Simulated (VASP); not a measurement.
Runs of VASP 6.6.1 on SrCl2. The structure is that of space group Fm-3m (No. 225), or close to it. The cells are those of the table. 

```tsv
task	level	cell	k mesh	cutoff (eV)	smearing	gap on the mesh (eV)	pressure (GPa)
relaxation of cell and atoms	PBE+D4	relaxed from a = 4.933 Å, angles 60.0°, 3 atoms	7 × 7 × 7	600	fermi-dirac 0.05 eV	(a)	0.0
single point	PBEsol	a = 4.900 Å, angles 60.0°, 3 atoms	7 × 7 × 7	520	fermi-dirac 0.05 eV	5.24	-0.2
single point	PBEsol	a = 4.833 Å, angles 60.0°, 3 atoms	7 × 7 × 7	520	fermi-dirac 0.05 eV	(b)	1.5
dielectric tensor	PBE	a = 4.933 Å, angles 60.0°, 3 atoms	6 × 6 × 6	520	gaussian 0.01 eV	5.34	-
single point	r2SCAN	a = 5.030 Å, angles 60.0°, 3 atoms	7 × 7 × 7	520	fermi-dirac 0.05 eV	5.78	-1.7
```

Alike in all rows: potentials or basis VASP PAW PBE potentials, release 64 (Sr_sv, Cl); no spin polarisation.

Fill in the values left out.

(a) 5.37; (b) 5.40.

Caveats: an odd mesh through Γ misses points on the zone boundary, where band edges can lie (at least some runs); the PAW data sets were made with another functional, which shifts forces and pressure a little (at least some runs); the relaxation stopped at its first step, so nothing moved (at least some runs).

A k mesh can miss the band edges, and the runs leave out spin-orbit coupling on Sr.
